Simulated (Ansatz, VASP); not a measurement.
One calculation of C, two programs

POSCAR

```
C
1.0
    2.4559134450      0.0000000000      0.0000000000
   -1.2279567225      2.1268834329      0.0000000000
    0.0000000000      0.0000000000      7.0106290262
C
4
Direct
    1.0000000000      1.0000000000      0.2500000000
    0.0000000000      0.0000000000      0.7500000000
    0.3333333333      0.6666666667      0.2500000000
    0.6666666667      0.3333333333      0.7500000000
```

File INCAR.step1:

```
SYSTEM = C
  ALGO = Normal
  EDIFF = 1E-4
  ENCUT = 520
  GGA = PE
  ISMEAR = -1
  LASPH = .True.
  LCHARG = .False.
  LREAL = .False.
  LWAVE = .True.
  NBANDS = 16
  NELM = 60
  PREC = Accurate
  SIGMA = 0.03
```

File INCAR.step2:

```
SYSTEM = C
  ALGO = Normal
  EDIFF = 1E-6
  ENCUT = 520
  ISIF = 2
  ISMEAR = -1
  ISTART = 1
  LASPH = .True.
  LCHARG = .False.
  LMIXTAU = .True.
  LREAL = .False.
  LWAVE = .False.
  METAGGA = R2SCAN
  NBANDS = 16
  NELM = 60
  PREC = Accurate
  SIGMA = 0.03
```

KPOINTS

```
k-points
0
Gamma
  15 15 5
  0 0 0
```

Input for Ansatz:

```yaml
crystal:
  lattice:
    - [2.455913445, 0.0, 0.0]
    - [-1.2279567225, 2.1268834329, 0.0]
    - [0.0, 0.0, 7.0106290262]
  atoms:
    - { symbol: C, position: [1.0, 1.0, 0.25] }
    - { symbol: C, position: [0.0, 0.0, 0.75] }
    - { symbol: C, position: [0.3333333333, 0.6666666667, 0.25] }
    - { symbol: C, position: [0.6666666667, 0.3333333333, 0.75] }
hamiltonian:
  xc: r2scan
  pseudopotentials:
    kind: paw
    azcp:
      C: "pseudopotentials/C.paw.azcp"
basis:
  ecutwfc: 500
  fft_grid_basis: typed
kpoints:
  mp_grid: { grid: [15, 15, 5], shift: [0, 0, 0] }
magnetization:
  spin_polarized: false
scf:
  occupations: { method: fermi_dirac, width: 0.03 }
  lower_state_search: "off"
output:
  stress: true
```

Alike in both runs: task single point; functional r2SCAN; k mesh 15 × 15 × 5; occupations fermi-dirac, width 0.03 eV; no spin polarisation.

```csv
,VASP,Ansatz
version,VASP 6.6.1,Ansatz 0.2.0
potentials or method,"VASP PAW PBE potentials, release 64 (C), cutoff 520 eV","plane waves (500 eV) with PAW, scalar-relativistic"
valence electrons in the cell,16,16
```

```tsv
	VASP	Ansatz	Ansatz less VASP
pressure (GPa)	0.7	0.0	-0.65
traceless stress, the component that is largest in VASP (GPa)	-0.69	0.07	+0.756
```

VASP's potentials were made for PBE, not for r2SCAN. The functional is the same, so the differences come from potentials, cutoffs and numerics.
